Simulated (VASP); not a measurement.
Wanted: the native input for a VASP 6.6.1 run.

```yaml
Task: single point
Functional: PBE
Potentials_or_basis: VASP PAW PBE potentials, release 64 (Ru_pv)
Cutoff: 520 eV
k_mesh: 6 × 6 × 4
Occupations: gaussian, width 0.1 eV
Spin: no spin polarisation
Dipole_correction: no
Further_INCAR_settings: ALGO = Fast; EDIFF = 1e-07; NBANDS = 36
```

The structure of Ru lies in POSCAR:

```
Ru
1.0
    4.0280818314      0.0000000000      0.0000000000
   -2.0140409157      3.4884211945      0.0000000000
    0.0000000000      0.0000000000      5.6292794699
Ru
4
Direct
    0.3333333333      0.6666666667      0.4572493811
    0.6666666667      0.3333333333      0.9572493811
    0.6666666667      0.3333333333      0.5427506189
    0.3333333333      0.6666666667      0.0427506189
```

One way to write it, as run:

INCAR

```
PREC = Accurate ; ENCUT = 520
EDIFF = 1E-7 ; ISMEAR = 0
SIGMA = 0.1 ; LREAL = F
LASPH = T ; NELM = 80
ALGO = Fast ; ISIF = 2
LWAVE = F ; LCHARG = F
GGA = PE ; NBANDS = 36
```

KPOINTS

```
regular mesh
0
Gamma
  6 6 4
```

Potentials or basis: VASP PAW PBE potentials, release 64 (Ru_pv).

Command:

```console
$ cat potpaw_PBE.64/Ru_pv/POTCAR > POTCAR
$ mpirun -np 1 vasp_std > vasp.out
```

It gave:

| Property | Result |
| --- | --- |
| Pressure | 0.1 GPa |
| Largest force | 0.025 eV/Å |
| Band gap on the k mesh | zero (bands 28 and 29 overlap by 1.48 eV) |

It took 89 s on 1 thread of Intel Xeon 8259CL (shared host), peak memory 0.2 GiB.
